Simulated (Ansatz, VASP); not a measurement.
## One calculation of Na2MgScC6N6, two programs

The input INCAR:

```
PREC = Accurate
ENCUT = 520
EDIFF = 1E-7
ISMEAR = 0
SIGMA = 0.1
LREAL = Auto
LASPH = T
NELM = 80
ALGO = Normal
ISIF = 2
LWAVE = F
LCHARG = F
GGA = PE
NBANDS = 54
```

Contents of KPOINTS:

```
Automatic mesh
0
Gamma
  4 4 4
```

POSCAR

```
Na2MgScC6N6
1.0
    0.0000000000      5.2670000000      5.2670000000
    5.2670000000      0.0000000000      5.2670000000
    5.2670000000      5.2670000000      0.0000000000
Na Mg Sc C N
2 1 1 6 6
Direct
    0.2500000000      0.2500000000      0.2500000000
    0.7500000000      0.7500000000      0.7500000000
    0.5000000000      0.5000000000      0.5000000000
    0.0000000000      0.0000000000      0.0000000000
    0.8080501200      0.1919498800      0.1919498800
    0.1919498800      0.8080501200      0.1919498800
    0.1919498800      0.1919498800      0.8080501200
    0.1919498800      0.8080501200      0.8080501200
    0.8080501200      0.1919498800      0.8080501200
    0.8080501200      0.8080501200      0.1919498800
    0.6969812000      0.3030188000      0.3030188000
    0.3030188000      0.6969812000      0.3030188000
    0.3030188000      0.3030188000      0.6969812000
    0.3030188000      0.6969812000      0.6969812000
    0.6969812000      0.3030188000      0.6969812000
    0.6969812000      0.6969812000      0.3030188000
```

Input for Ansatz:

```yaml
crystal:
  lattice:
    - [0.0, 5.267, 5.267]
    - [5.267, 0.0, 5.267]
    - [5.267, 5.267, 0.0]
  atoms:
    - { symbol: Na, position: [0.25, 0.25, 0.25] }
    - { symbol: Na, position: [0.75, 0.75, 0.75] }
    - { symbol: Mg, position: [0.5, 0.5, 0.5] }
    - { symbol: Sc, position: [0.0, 0.0, 0.0] }
    - { symbol: C, position: [0.80805012, 0.19194988, 0.19194988] }
    - { symbol: C, position: [0.19194988, 0.80805012, 0.19194988] }
    - { symbol: C, position: [0.19194988, 0.19194988, 0.80805012] }
    - { symbol: C, position: [0.19194988, 0.80805012, 0.80805012] }
    - { symbol: C, position: [0.80805012, 0.19194988, 0.80805012] }
    - { symbol: C, position: [0.80805012, 0.80805012, 0.19194988] }
    - { symbol: "N", position: [0.6969812, 0.3030188, 0.3030188] }
    - { symbol: "N", position: [0.3030188, 0.6969812, 0.3030188] }
    - { symbol: "N", position: [0.3030188, 0.3030188, 0.6969812] }
    - { symbol: "N", position: [0.3030188, 0.6969812, 0.6969812] }
    - { symbol: "N", position: [0.6969812, 0.3030188, 0.6969812] }
    - { symbol: "N", position: [0.6969812, 0.6969812, 0.3030188] }
basis:
  ecutwfc: 420
kpoints:
  mp_grid: { grid: [4, 4, 4] }
hamiltonian:
  xc: pbe
scf:
  occupations: { method: gaussian, width: 0.1 }
  lower_state_search: "off"
output:
  forces: true
  stress: true
  eigenvalues: true
```

Alike in both runs: task single point; functional PBE; k mesh 4 × 4 × 4; occupations gaussian, width 0.1 eV; no spin polarisation.

|  | VASP | Ansatz |
| --- | --- | --- |
| version | VASP 6.6.1 | Ansatz 0.2.0 |
| potentials or method | VASP PAW PBE potentials, release 64 (Na_pv, Mg, Sc_sv, C, N), cutoff 520 eV | scalar-relativistic, plane waves, PAW |
| valence electrons in the cell | 81 | 93 |

VASP gave:

| Quantity | Value |
| --- | --- |
| gap on the k mesh at the Fermi level (eV) | none |
| pressure (GPa) | 11.6 |
| rms of the force components (eV/Å) | 0.972 |

**Question.** Which values does Ansatz return?

**Answer.** gap on the k mesh at the Fermi level (eV): none; pressure (GPa): 11.1; rms of the force components (eV/Å): 1.060.

Atom by atom the forces differ by 0.193 eV/Å (rms over components). A gap of «none» marks a metal or a gap that the smearing closes. The functional is the same, so the differences come from potentials, cutoffs and numerics. VASP's potentials hold 81 valence electrons a cell and Ansatz's 93, so a difference there can come from the potentials and not from the codes.

Noted on VASP's run: the standard files for N, O and F lose accuracy on very short bonds.
